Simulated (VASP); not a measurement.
# HfO2 (Fm-3m) in VASP: further runs

Runs on HfO2. Level: PBE. Tasks: relaxation of the atoms.

Everything below comes from runs of VASP 6.6.1. Logs are shortened: lines on timing, memory, paths and dates and some standing lists are left out, and cuts for length are marked.

### Step 1. The cell of the first run

Symmetry: Fm-3m, No. 225, cubic system. The conventional cell has a = 5.081 Å, b = 5.081 Å, c = 5.081 Å, α = 90.00°, β = 90.00°, γ = 90.00°. Within 2.9 Å of Hf (site symmetry m-3m) lie 8 O at 2.20 Å. O (site symmetry -43m) has 4 Hf at 2.20 Å and 6 O at 2.54 Å within 2.9 Å.

### Step 2. Relaxation of the atoms, PBE (10.93 Å³/atom)

File INCAR:

```
  PREC = Accurate
  ENCUT = 520
  EDIFF = 1E-7
  ISMEAR = -1
  SIGMA = 0.02
  LREAL = F
  LASPH = T
  NELM = 100
  ALGO = Normal
  ISIF = 2
  LWAVE = F
  LCHARG = F
  GGA = PE
  IBRION = 2
  NSW = 80
  EDIFFG = -0.02
```

File KPOINTS:

```
regular mesh
0
Gamma
  10 10 10
```

File POSCAR:

```
HfO2
1.0
    0.0000000000      2.5403350533      2.5403350533
    2.5403350533      0.0000000000      2.5403350533
    2.5403350533      2.5403350533      0.0000000000
Hf O
1 2
Direct
    0.0000000000      0.0000000000      0.0000000000
    0.2500000000      0.2500000000      0.2500000000
    0.7500000000      0.7500000000      0.7500000000
```

Potentials or basis: VASP PAW PBE potentials, release 64 (Hf_pv, O).

Launch:

```sh
$ cat potpaw_PBE.64/Hf_pv/POTCAR potpaw_PBE.64/O/POTCAR > POTCAR
$ mpirun -np 1 vasp_std > vasp.out
```

OUTCAR:

```text
PREC = Accurate
   ENCUT = 520
   EDIFF = 1E-7
   ISMEAR = -1
   LREAL = F
   LASPH = T
   NELM = 100
   ISIF = 2
   GGA = PE
   IBRION = 2
   NSW = 80
   EDIFFG = -0.02

 ion  position               nearest neighbor table
   1  0.000  0.000  0.000-   3 2.20   3 2.20   3 2.20   2 2.20   3 2.20   2 2.20   2 2.20   2 2.20

   2  0.250  0.250  0.250-   1 2.20   1 2.20   1 2.20   1 2.20
   3  0.750  0.750  0.750-   1 2.20   1 2.20   1 2.20   1 2.20

  LATTYP: Found a face centered cubic cell.
 ALAT       =     5.0806701066

  Lattice vectors:

 A1 = (   0.0000000000,   2.5403350533,   2.5403350533)
 A2 = (   2.5403350533,   0.0000000000,   2.5403350533)
 A3 = (   2.5403350533,   2.5403350533,   0.0000000000)

Analysis of symmetry for initial positions (statically):
=====================================================================
 Subroutine PRICEL returns:
 Original cell was already a primitive cell.

 Routine SETGRP: Setting up the symmetry group for a
 face centered cubic supercell.

 Subroutine GETGRP returns: Found 48 space group operations
 (whereof 48 operations were pure point group operations)
 out of a pool of 48 trial point group operations.

The static configuration has the point symmetry O_h .

Analysis of symmetry for dynamics (positions and initial velocities):
=====================================================================
 Subroutine PRICEL returns:
 Original cell was already a primitive cell.

 Routine SETGRP: Setting up the symmetry group for a
 face centered cubic supercell.

 Subroutine GETGRP returns: Found 48 space group operations
 (whereof 48 operations were pure point group operations)
 out of a pool of 48 trial point group operations.

The dynamic configuration has the point symmetry O_h .

 Subroutine INISYM returns: Found 48 space group operations
 (whereof 48 operations are pure point group operations),
 and found     1 'primitive' translations

----------------------------------------------------------------------------------------

                                     Primitive cell

  volume of cell :      32.7871

  direct lattice vectors                    reciprocal lattice vectors
     0.000000000  2.540335053  2.540335053    -0.196824430  0.196824430  0.196824430
     2.540335053  0.000000000  2.540335053     0.196824430 -0.196824430  0.196824430
     2.540335053  2.540335053  0.000000000     0.196824430  0.196824430 -0.196824430

  length of vectors
     3.592576285  3.592576285  3.592576285     0.340909914  0.340909914  0.340909914

  position of ions in fractional coordinates (direct lattice)
     0.000000000  0.000000000  0.000000000
     0.250000000  0.250000000  0.250000000
     0.750000000  0.750000000  0.750000000

  ion indices of the primitive-cell ions
   primitive index   ion index
                 1           1
                 2           2
                 3           3

----------------------------------------------------------------------------------------

 KPOINTS: regular mesh

Automatic generation of k-mesh.
 Grid dimensions read from file:
 generate k-points for:   10   10   10

 Generating k-lattice:

  Cartesian coordinates                     Fractional coordinates (reciprocal lattice)
    -0.019682443  0.019682443  0.019682443     0.100000000  0.000000000  0.000000000
     0.019682443 -0.019682443  0.019682443     0.000000000  0.100000000  0.000000000
     0.019682443  0.019682443 -0.019682443     0.000000000  0.000000000  0.100000000

  Length of vectors
     0.034090991  0.034090991  0.034090991

  Shift w.r.t. Gamma in fractional coordinates (k-lattice)
     0.000000000  0.000000000  0.000000000

 Subroutine IBZKPT returns following result:
 ===========================================

 Found     47 irreducible k-points:

 Following reciprocal coordinates:
            Coordinates               Weight
  0.000000  0.000000  0.000000      1.000000
  0.100000  0.000000  0.000000      8.000000
  0.200000  0.000000  0.000000      8.000000
  0.300000  0.000000  0.000000      8.000000
  0.400000  0.000000  0.000000      8.000000
  0.500000  0.000000  0.000000      4.000000
[... 16 lines left out ...]
  0.300000  0.300000  0.000000      6.000000
  0.400000  0.300000  0.000000     24.000000
 [... further k-points ...]
   k-points           NKPTS =     47   k-points in BZ     NKDIM =     47   number of bands    NBANDS=     15
   number of dos      NEDOS =    301   number of ions     NIONS =      3
   total plane-waves  NPLWV =  21952
   dimension x,y,z NGX =    28 NGY =   28 NGZ =   28
   dimension x,y,z NGXF=    56 NGYF=   56 NGZF=   56
   ions per type =               1   2
   NGX,Y,Z   is equivalent  to a cutoff of  12.96, 12.96, 12.96 a.u.
   NGXF,Y,Z  is equivalent  to a cutoff of  25.91, 25.91, 25.91 a.u.
 SYSTEM =  unknown system
   PREC   = accura    normal or accurate (medium, high low for compatibility)
   ISTART =      0    job   : 0-new  1-cont  2-samecut
   ICHARG =      2    charge: 1-file 2-atom 10-const
   ISPIN  =      1    spin polarized calculation?
   LNONCOLLINEAR =      F non collinear calculations
   LSORBIT =      F    spin-orbit coupling
   LASPH  =      T    aspherical Exc in radial PAW
   ENCUT  =  520.0 eV  38.22 Ry    6.18 a.u.   6.68  6.68  6.68*2*pi/ulx,y,z
   NELM   =    100;   NELMIN=  2; NELMDL= -5     # of ELM steps
   EDIFF  = 0.1E-06   stopping-criterion for ELM
   LREAL  =      F    real-space projection
   EDIFFG = -.2E-01   stopping-criterion for IOM
   NSW    =     80    number of steps for IOM
   IBRION =      2    ionic relax: 0-MD 1-quasi-New 2-CG
   NFREE  =      1    steps in history (QN), initial steepest desc. (CG)
   ISIF   =      2    stress and relaxation
   ISYM   =      2    0-nonsym 1-usesym 2-fastsym
   POTIM  = 0.5000    time-step for ionic-motion
   TEBEG  =    0.0;   TEEND  =   0.0 temperature during run
   PSTRESS=    0.0 pullay stress
   NELECT =      22.0000    total number of electrons
   NUPDOWN=      -1.0000    fix difference up-down
   EMIN   =  10.00;   EMAX   =-10.00  energy-range for DOS
   EFERMI =   0.00;   METHOD = LEGACY
   ISMEAR =    -1;   SIGMA  =   0.02  broadening in eV -4-tet -1-fermi 0-gaus
   EFERMI_NEDOS =   21; number of points for ismear=-14 and -15
   IALGO  =     38    algorithm
   IMIX   =      4    mixing-type and parameters
     AMIX     =   0.40;   BMIX     =  1.00
     AMIX_MAG =   1.60;   BMIX_MAG =  1.00
  volume/ion in A,a.u.               =      10.93        73.75
  Fermi-wavevector in a.u.,A,eV,Ry     =   1.433226  2.708405 27.948233  2.054137
  Thomas-Fermi vector in A             =   2.552767
   LORBIT       =      0    0 simple, 1 ext, 2 COOP (PROOUT), +10 PAW based schemes
   GGA     = PE    functional components
   LHFCALC =     F    Hartree Fock is set to
   AEXX    =    0.0000 exact exchange contribution
   IVDW    =     0    specifies the selected vdW correction
   LEPSILON=     F    determine dielectric tensor
   LRPA    =     F    only Hartree local field effects (RPA)
 conjugate gradient relaxation of ions
 non-spin polarized calculation
  energy-cutoff  :      520.00
  volume of cell :       32.79
 maximum number of plane-waves:       903
   NGX = 13   NGY = 13   NGZ = 13

 number of electron      21.9999991 magnetization

 Free energy of the ion-electron system (eV)
  ---------------------------------------------------
  ext. energy  EPLUGINS =         0.00000000
  ---------------------------------------------------
  free energy    TOTEN  =       -30.24787238 eV

  energy without entropy =      -30.24787238  energy(sigma->0) =      -30.24787238

 E-fermi :   4.7171     XC(G=0): -11.8048

 val. band max:        4.2253435950   @ k =   0.5000   0.5000   0.0000
 cond. band min:       8.0098144523   @ k =   0.5000   0.5000   0.0000
 fundamental gap:      3.7844708573
 Fermi energy:         4.7170765372

 k-point     1 :       0.0000    0.0000    0.0000
  band No.  band energies     occupation
      1     -25.4910      2.00000
      2     -25.4910      2.00000
      3     -25.4910      2.00000
      4     -14.4678      2.00000
      5     -11.4660      2.00000
      6      -1.0784      2.00000
      7      -1.0784      2.00000
      8      -1.0784      2.00000
      9       3.6215      2.00000
     10       3.6216      2.00000
     11       3.6216      2.00000
     12       8.0907      0.00000
     13       8.0907      0.00000
     14      10.0117      0.00000
     15      14.5681      0.00000

 k-point     2 :       0.1000    0.0000    0.0000
  band No.  band energies     occupation
      1     -25.5338      2.00000
      2     -25.4956      2.00000
      3     -25.4956      2.00000
      4     -14.3341      2.00000
      5     -11.5767      2.00000
      6      -0.9814      2.00000
      7      -0.9814      2.00000
      8      -0.8100      2.00000
      9       3.3153      2.00000
     10       3.4327      2.00000
     11       3.4327      2.00000
     12       8.2843      0.00000
     13       8.2843      0.00000
     14      10.4277      0.00000
     15      14.0952      0.00000

 k-point     3 :       0.2000    0.0000    0.0000
  band No.  band energies     occupation
      1     -25.6428      2.00000
      2     -25.5078      2.00000
      3     -25.5078      2.00000
      4     -13.9862      2.00000
      5     -11.8360      2.00000
      6      -0.7224      2.00000
      7      -0.7224      2.00000
      8      -0.1231      2.00000
      9       2.6311      2.00000
     10       3.0266      2.00000
     11       3.0266      2.00000
     12       8.6585      0.00000
     13       8.6585      0.00000
     14      11.1650      0.00000
     15      13.3685      0.00000

 k-point     4 :       0.3000    0.0000    0.0000
  band No.  band energies     occupation
      1     -25.7721      2.00000
      2     -25.5227      2.00000
      3     -25.5227      2.00000
      4     -13.5776      2.00000
      5     -12.0828      2.00000
      6      -0.3969      2.00000
      7      -0.3969      2.00000
      8       0.6882      2.00000
      9       1.9152      2.00000
     10       2.6560      2.00000
     11       2.6560      2.00000
     12       8.8805      0.00000
     13       8.8805      0.00000
     14      11.1368      0.00000
     15      13.6287      0.00000
[... 307 lines left out ...]
 k-point    22 :      -0.2000    0.2000    0.0000
  band No.  band energies     occupation
      1     -25.7530      2.00000
      2     -25.5998      2.00000
      3     -25.5221      2.00000
      4     -13.3833      2.00000
      5     -12.2016      2.00000
      6      -0.6762      2.00000
      7       0.0145      2.00000
      8       1.2146      2.00000
      9       1.2746      2.00000
     10       1.8694      2.00000
     11       3.6212      2.00000
     12       8.5725      0.00000
     13       9.2894      0.00000
     14      11.4340      0.00000
     15      12.4825      0.00000

 k-point    23 :       0.3000    0.3000    0.0000
  band No.  band energies     occupation
      1     -25.7910      2.00000
      2     -25.5694      2.00000
      3     -25.5694      2.00000
      4     -13.1540      2.00000
      5     -12.3522      2.00000
      6      -0.5976      2.00000
      7      -0.1444      2.00000
      8      -0.1444      2.00000
      9       1.9792      2.00000
     10       3.4163      2.00000
     11       3.4163      2.00000
     12       8.5684      0.00000
     13       9.0550      0.00000
     14      12.6431      0.00000
     15      12.6943      0.00000

 k-point    24 :       0.4000    0.3000    0.0000
  band No.  band energies     occupation
      1     -25.8466      2.00000
      2     -25.5993      2.00000
      3     -25.5832      2.00000
      4     -12.8367      2.00000
      5     -12.5026      2.00000
      6      -1.1782      2.00000
      7       0.1549      2.00000
      8       0.1647      2.00000
      9       2.7874      2.00000
     10       3.1177      2.00000
     11       3.1346      2.00000
     12       8.4891      0.00000
     13       9.2752      0.00000
     14      11.8780      0.00000
     15      12.3089      0.00000

 [... further k-points ...]

------------------------ aborting loop because EDIFF is reached ----------------------------------------

  FORCE on cell =-STRESS in cart. coord.  units (eV):
  Direction    XX          YY          ZZ          XY          YZ          ZX
  --------------------------------------------------------------------------------------
  -------------------------------------------------------------------------------------
  Total       -0.2490485     -0.2490485     -0.2490485      0.0000000      0.0000000      0.0000000
  in kB      -12.1700274    -12.1700274    -12.1700274      0.0000000      0.0000000      0.0000000
  external PRESSURE =     -12.1700274 kB  Pullay stress =       0.0000000 kB

 VOLUME and BASIS-vectors are now :
 -----------------------------------------------------------------------------
  energy-cutoff  :      520.00
  volume of cell :       32.79
      direct lattice vectors                 reciprocal lattice vectors
     0.000000000  2.540335053  2.540335053    -0.196824430  0.196824430  0.196824430
     2.540335053  0.000000000  2.540335053     0.196824430 -0.196824430  0.196824430
     2.540335053  2.540335053  0.000000000     0.196824430  0.196824430 -0.196824430

 POSITION                                       TOTAL-FORCE (eV/Angst)
 -----------------------------------------------------------------------------------
      0.00000      0.00000      0.00000        -0.000000     -0.000000     -0.000000
      1.27017      1.27017      1.27017         0.000000      0.000000      0.000000
      3.81050      3.81050      3.81050        -0.000000     -0.000000     -0.000000
 -----------------------------------------------------------------------------------
    total drift:                                0.000000      0.000000      0.000000

  FREE ENERGIE OF THE ION-ELECTRON SYSTEM (eV)
  ---------------------------------------------------
  free  energy   TOTEN  =       -30.2478723775 eV

  energy  without entropy=      -30.2478723775  energy(sigma->0) =      -30.24787238

 reached required accuracy - stopping structural energy minimisation
```

Wall time 17 s (1 thread of Intel Xeon Platinum 8559C (Emerald Rapids), shared host); peak memory 0.17 GiB.

Results:

| Quantity | Value |
| --- | --- |
| Free energy | -30.2479 eV |
| Pressure after relaxing | -1.2 GPa |
| Band gap on the k mesh | 3.78 eV |

Final structure:
```
Hf O
1.0
     0.00000    2.54034    2.54034
     2.54034    0.00000    2.54034
     2.54034    2.54034    0.00000
Hf O
1 2
Direct
  0.00000 0.00000 0.00000
  0.25000 0.25000 0.25000
  0.75000 0.75000 0.75000
```

Caveat: the relaxation stopped at its first step, so nothing moved; spin-orbit coupling is left out, which moves the levels of the heavy elements. A k mesh can miss the band edges.

### Step 3. Relaxation of the atoms, PBE

This run uses another cell than the first one, of 11.15 Å³/atom.

File INCAR:

```
ALGO = Normal ; EDIFF = 1E-6
EDIFFG = -0.02 ; ENCUT = 520
GGA = PE ; IBRION = 2
ISIF = 2 ; ISMEAR = -1
LASPH = T ; LCHARG = F
LREAL = F ; LWAVE = F
NELM = 80 ; NSW = 80
PREC = Accurate ; SIGMA = 0.02
```

File KPOINTS:

```
k-points
0
Gamma
  10 10 10
```

File POSCAR:

```
HfO2
1.0
    0.0000000000      2.5575000000      2.5575000000
    2.5575000000      0.0000000000      2.5575000000
    2.5575000000      2.5575000000      0.0000000000
Hf O
1 2
Direct
    0.0000000000      0.0000000000      0.0000000000
    0.2500000000      0.2500000000      0.2500000000
    0.7500000000      0.7500000000      0.7500000000
```

Potentials or basis: VASP PAW PBE potentials, release 64 (Hf_pv, O).

Launch:

```sh
$ cat potpaw_PBE.64/Hf_pv/POTCAR potpaw_PBE.64/O/POTCAR > POTCAR
$ mpirun -np 1 vasp_std > vasp.out
```

Run time: 16 s. Hardware: 1 thread of Intel Xeon Platinum 8559C (Emerald Rapids), shared host; peak memory 0.17 GiB.

The run converged. Its results:

| Item | Value |
| --- | --- |
| Free energy | -30.2336 eV |
| Pressure after relaxing | -6.0 GPa |
| Band gap on the k mesh | 3.73 eV |

Final structure:
```
Hf O
1.0
     0.00000    2.55750    2.55750
     2.55750    0.00000    2.55750
     2.55750    2.55750    0.00000
Hf O
1 2
Direct
  0.00000 0.00000 0.00000
  0.25000 0.25000 0.25000
  0.75000 0.75000 0.75000
```

Levels at points of the mesh, in eV from the valence-band top:
| k point | band 8 | band 9 | band 10 | band 11 | band 12 | band 13 | band 14 | band 15 |
| --- | --- | --- | --- | --- | --- | --- | --- | --- |
| (0.00, 0.00, 0.00) | -5.18 | -0.59 | -0.59 | -0.59 | 3.81 | 3.81 | 5.62 | 10.09 |
| (0.50, 0.00, 0.00) | -3.00 | -2.67 | -1.80 | -1.80 | 4.51 | 4.51 | 6.74 | 8.98 |
| (0.50, 0.50, 0.00) | -3.40 | -1.48 | -1.48 | 0.00 | 3.73 | 5.36 | 6.39 | 7.93 |

Caveat: the relaxation stopped at its first step, so nothing moved; spin-orbit coupling is left out, which moves the levels of the heavy elements. A k mesh can miss the band edges.
